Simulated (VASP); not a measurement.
# HgTe (F-43m) in VASP: single point with LDA

Aim: the single point of HgTe with LDA.

Program: VASP 6.6.1. These are calculated values, not measurements. Logs are shortened: lines on timing, memory, paths and dates and some standing lists are left out, and cuts for length are marked.

## 1. The cell of the first run

The structure is cubic, space group F-43m (No. 216). Conventional cell: a = 6.453 Å, b = 6.453 Å, c = 6.453 Å, α = 90.00°, β = 90.00°, γ = 90.00°. Hg (site symmetry -43m) has 4 Te at 2.79 Å within 3.7 Å. Te (site symmetry -43m) has 4 Hg at 2.79 Å within 3.7 Å.

## 2. Single point, LDA

Input file INCAR:

```
PREC = Accurate
ENCUT = 520
EDIFF = 1E-7
ISMEAR = 0
SIGMA = 0.01
LREAL = F
LASPH = T
NELM = 80
ALGO = Normal
ISIF = 2
LWAVE = F
LCHARG = F
NBANDS = 16
```

Input file KPOINTS:

```
Automatic mesh
0
Gamma
  10 10 10
```

Input file POSCAR:

```
HgTe
1.0
    0.0000000000      3.2265000000      3.2265000000
    3.2265000000      0.0000000000      3.2265000000
    3.2265000000      3.2265000000      0.0000000000
Hg Te
1 1
Direct
    0.0000000000      0.0000000000      0.0000000000
    0.2500000000      0.2500000000      0.2500000000
```

Potentials or basis: VASP PAW LDA potentials, release 64 (Hg, Te).

The run is started by

```console
cat potpaw_LDA.64/Hg/POTCAR potpaw_LDA.64/Te/POTCAR > POTCAR
mpirun -np 1 vasp_std > vasp.out
```

OUTCAR:

```text
PREC = Accurate
   ENCUT = 520
   EDIFF = 1E-7
   ISMEAR = 0
   LREAL = F
   LASPH = T
   NELM = 80
   ISIF = 2

 ion  position               nearest neighbor table
   1  0.000  0.000  0.000-   2 2.79   2 2.79   2 2.79   2 2.79
   2  0.250  0.250  0.250-   1 2.79   1 2.79   1 2.79   1 2.79

  LATTYP: Found a face centered cubic cell.
 ALAT       =     6.4530000000

  Lattice vectors:

 A1 = (   0.0000000000,   3.2265000000,   3.2265000000)
 A2 = (   3.2265000000,   0.0000000000,   3.2265000000)
 A3 = (   3.2265000000,   3.2265000000,   0.0000000000)

Analysis of symmetry for initial positions (statically):
=====================================================================
 Subroutine PRICEL returns:
 Original cell was already a primitive cell.

 Routine SETGRP: Setting up the symmetry group for a
 face centered cubic supercell.

 Subroutine GETGRP returns: Found 24 space group operations
 (whereof 24 operations were pure point group operations)
 out of a pool of 48 trial point group operations.

The static configuration has the point symmetry T_d .

Analysis of symmetry for dynamics (positions and initial velocities):
=====================================================================
 Subroutine PRICEL returns:
 Original cell was already a primitive cell.

 Routine SETGRP: Setting up the symmetry group for a
 face centered cubic supercell.

 Subroutine GETGRP returns: Found 24 space group operations
 (whereof 24 operations were pure point group operations)
 out of a pool of 48 trial point group operations.

The dynamic configuration has the point symmetry T_d .

 Subroutine INISYM returns: Found 24 space group operations
 (whereof 24 operations are pure point group operations),
 and found     1 'primitive' translations

----------------------------------------------------------------------------------------

                                     Primitive cell

  volume of cell :      67.1777

  direct lattice vectors                    reciprocal lattice vectors
     0.000000000  3.226500000  3.226500000    -0.154966682  0.154966682  0.154966682
     3.226500000  0.000000000  3.226500000     0.154966682 -0.154966682  0.154966682
     3.226500000  3.226500000  0.000000000     0.154966682  0.154966682 -0.154966682

  length of vectors
     4.562960059  4.562960059  4.562960059     0.268410167  0.268410167  0.268410167

  position of ions in fractional coordinates (direct lattice)
     0.000000000  0.000000000  0.000000000
     0.250000000  0.250000000  0.250000000

  ion indices of the primitive-cell ions
   primitive index   ion index
                 1           1
                 2           2

----------------------------------------------------------------------------------------

 KPOINTS: Automatic mesh

Automatic generation of k-mesh.
 Grid dimensions read from file:
 generate k-points for:   10   10   10

 Generating k-lattice:

  Cartesian coordinates                     Fractional coordinates (reciprocal lattice)
    -0.015496668  0.015496668  0.015496668     0.100000000  0.000000000  0.000000000
     0.015496668 -0.015496668  0.015496668     0.000000000  0.100000000  0.000000000
     0.015496668  0.015496668 -0.015496668     0.000000000  0.000000000  0.100000000

  Length of vectors
     0.026841017  0.026841017  0.026841017

  Shift w.r.t. Gamma in fractional coordinates (k-lattice)
     0.000000000  0.000000000  0.000000000

 Subroutine IBZKPT returns following result:
 ===========================================

 Found     47 irreducible k-points:

 Following reciprocal coordinates:
            Coordinates               Weight
  0.000000  0.000000  0.000000      1.000000
  0.100000  0.000000  0.000000      8.000000
  0.200000  0.000000  0.000000      8.000000
  0.300000  0.000000  0.000000      8.000000
  0.400000  0.000000  0.000000      8.000000
  0.500000  0.000000  0.000000      4.000000
[... 16 lines left out ...]
  0.300000  0.300000  0.000000      6.000000
  0.400000  0.300000  0.000000     24.000000
 [... further k-points ...]
   k-points           NKPTS =     47   k-points in BZ     NKDIM =     47   number of bands    NBANDS=     16
   number of dos      NEDOS =    301   number of ions     NIONS =      2
   total plane-waves  NPLWV =  46656
   dimension x,y,z NGX =    36 NGY =   36 NGZ =   36
   dimension x,y,z NGXF=    72 NGYF=   72 NGZF=   72
   ions per type =               1   1
   NGX,Y,Z   is equivalent  to a cutoff of  13.12, 13.12, 13.12 a.u.
   NGXF,Y,Z  is equivalent  to a cutoff of  26.23, 26.23, 26.23 a.u.
 SYSTEM =  unknown system
   PREC   = accura    normal or accurate (medium, high low for compatibility)
   ISTART =      0    job   : 0-new  1-cont  2-samecut
   ICHARG =      2    charge: 1-file 2-atom 10-const
   ISPIN  =      1    spin polarized calculation?
   LNONCOLLINEAR =      F non collinear calculations
   LSORBIT =      F    spin-orbit coupling
   LASPH  =      T    aspherical Exc in radial PAW
   ENCUT  =  520.0 eV  38.22 Ry    6.18 a.u.   8.48  8.48  8.48*2*pi/ulx,y,z
   NELM   =     80;   NELMIN=  2; NELMDL= -5     # of ELM steps
   EDIFF  = 0.1E-06   stopping-criterion for ELM
   LREAL  =      F    real-space projection
   EDIFFG = 0.1E-05   stopping-criterion for IOM
   NSW    =      0    number of steps for IOM
   IBRION =     -1    ionic relax: 0-MD 1-quasi-New 2-CG
   NFREE  =      0    steps in history (QN), initial steepest desc. (CG)
   ISIF   =      2    stress and relaxation
   ISYM   =      2    0-nonsym 1-usesym 2-fastsym
   POTIM  = 0.5000    time-step for ionic-motion
   TEBEG  =    0.0;   TEEND  =   0.0 temperature during run
   PSTRESS=    0.0 pullay stress
   NELECT =      18.0000    total number of electrons
   NUPDOWN=      -1.0000    fix difference up-down
   EMIN   =  10.00;   EMAX   =-10.00  energy-range for DOS
   EFERMI =   0.00;   METHOD = LEGACY
   ISMEAR =     0;   SIGMA  =   0.01  broadening in eV -4-tet -1-fermi 0-gaus
   EFERMI_NEDOS =   21; number of points for ismear=-14 and -15
   IALGO  =     38    algorithm
   IMIX   =      4    mixing-type and parameters
     AMIX     =   0.40;   BMIX     =  1.00
     AMIX_MAG =   1.60;   BMIX_MAG =  1.00
  volume/ion in A,a.u.               =      33.59       226.67
  Fermi-wavevector in a.u.,A,eV,Ry     =   1.055417  1.994449 15.155592  1.113905
  Thomas-Fermi vector in A             =   2.190614
   LORBIT       =      0    0 simple, 1 ext, 2 COOP (PROOUT), +10 PAW based schemes
   GGA     = CA    functional components
   LHFCALC =     F    Hartree Fock is set to
   AEXX    =    0.0000 exact exchange contribution
   IVDW    =     0    specifies the selected vdW correction
   LEPSILON=     F    determine dielectric tensor
   LRPA    =     F    only Hartree local field effects (RPA)
 non-spin polarized calculation
 Gauss-broadening in eV      SIGMA  =   0.01
  energy-cutoff  :      520.00
  volume of cell :       67.18
 maximum number of plane-waves:      1835
 NGX is ok and might be reduce to    36
   NGX = 17   NGY = 17   NGZ = 17

 number of electron      18.0000001 magnetization

 Free energy of the ion-electron system (eV)
  ---------------------------------------------------
  ext. energy  EPLUGINS =         0.00000000
  ---------------------------------------------------
  free energy    TOTEN  =        -5.03817894 eV

  energy without entropy =       -5.03816352  energy(sigma->0) =       -5.03817123

 E-fermi :   2.9599     XC(G=0):  -9.1223

 val. band max:        2.9568185366   @ k =   0.0000   0.0000   0.0000
 cond. band min:       3.4419461080   @ k =   0.1000   0.0000   0.0000
 fundamental gap:      0.4851275714
 Fermi energy:         2.9598642008

 k-point     1 :       0.0000    0.0000    0.0000
  band No.  band energies     occupation
      1      -9.1209      2.00000
      2      -4.4474      2.00000
      3      -4.4474      2.00000
      4      -4.4474      2.00000
      5      -3.9081      2.00000
      6      -3.9081      2.00000
[... 8 lines left out ...]
     15      12.4768      0.00000
     16      12.4768      0.00000

 k-point     2 :       0.1000    0.0000    0.0000
  band No.  band energies     occupation
      1      -9.0701      2.00000
      2      -4.4331      2.00000
      3      -4.4331      2.00000
      4      -4.4309      2.00000
      5      -3.9098      2.00000
      6      -3.9098      2.00000
[... 8 lines left out ...]
     15      11.7494      0.00000
     16      11.7494      0.00000

 k-point     3 :       0.2000    0.0000    0.0000
  band No.  band energies     occupation
      1      -8.9327      2.00000
      2      -4.3974      2.00000
      3      -4.3974      2.00000
      4      -4.3625      2.00000
      5      -3.9114      2.00000
      6      -3.9114      2.00000
[... 8 lines left out ...]
     15      11.3531      0.00000
     16      11.3531      0.00000

 k-point     4 :       0.3000    0.0000    0.0000
  band No.  band energies     occupation
      1      -8.7535      2.00000
      2      -4.3580      2.00000
      3      -4.3580      2.00000
      4      -4.1936      2.00000
      5      -3.9061      2.00000
      6      -3.9061      2.00000
[... 8 lines left out ...]
     15      11.5456      0.00000
     16      11.5456      0.00000
[... 324 lines left out ...]
 k-point    22 :      -0.2000    0.2000    0.0000
  band No.  band energies     occupation
      1      -8.6912      2.00000
      2      -4.3376      2.00000
      3      -4.3213      2.00000
      4      -4.1821      2.00000
      5      -3.9323      2.00000
      6      -3.8728      2.00000
[... 8 lines left out ...]
     15      12.2606      0.00000
     16      12.5329      0.00000

 k-point    23 :       0.3000    0.3000    0.0000
  band No.  band energies     occupation
      1      -8.6269      2.00000
      2      -4.3444      2.00000
      3      -4.2375      2.00000
      4      -4.2375      2.00000
      5      -3.9119      2.00000
      6      -3.8670      2.00000
[... 8 lines left out ...]
     15      12.8779      0.00000
     16      13.8178      0.00000

 k-point    24 :       0.4000    0.3000    0.0000
  band No.  band energies     occupation
      1      -8.5040      2.00000
      2      -4.3004      2.00000
      3      -4.1932      2.00000
      4      -4.1668      2.00000
      5      -3.8612      2.00000
      6      -3.8172      2.00000
[... 8 lines left out ...]
     15      13.1459      0.00000
     16      14.2431      0.00000

 [... further k-points ...]
[... 5 lines left out ...]
  --------------------------------------------------------------------------------------
  -------------------------------------------------------------------------------------
  Total       -0.0578158     -0.0578158     -0.0578158     -0.0000000      0.0000000      0.0000000
  in kB       -1.3788970     -1.3788970     -1.3788970     -0.0000000      0.0000000      0.0000000
  external PRESSURE =      -1.3788970 kB  Pullay stress =       0.0000000 kB

 VOLUME and BASIS-vectors are now :
 -----------------------------------------------------------------------------
  energy-cutoff  :      520.00
  volume of cell :       67.18
      direct lattice vectors                 reciprocal lattice vectors
     0.000000000  3.226500000  3.226500000    -0.154966682  0.154966682  0.154966682
     3.226500000  0.000000000  3.226500000     0.154966682 -0.154966682  0.154966682
     3.226500000  3.226500000  0.000000000     0.154966682  0.154966682 -0.154966682

 POSITION                                       TOTAL-FORCE (eV/Angst)
 -----------------------------------------------------------------------------------
      0.00000      0.00000      0.00000         0.000000      0.000000      0.000000
      1.61325      1.61325      1.61325        -0.000000     -0.000000     -0.000000
 -----------------------------------------------------------------------------------
    total drift:                               -0.000000     -0.000000     -0.000000

  FREE ENERGIE OF THE ION-ELECTRON SYSTEM (eV)
  ---------------------------------------------------
  free  energy   TOTEN  =        -5.0381789441 eV

  energy  without entropy=       -5.0381635178  energy(sigma->0) =       -5.03817123
```

Run time: 20 s. Hardware: 1 thread of Intel Xeon 6975P-C (Granite Rapids), shared host; peak memory 0.19 GiB.

Results:

* Free energy: -5.0382 eV
* Pressure: -0.1 GPa
* Band gap on the k mesh: zero (filled and empty bands touch)

Caveat: spin-orbit coupling is left out, which moves the levels of the heavy elements.
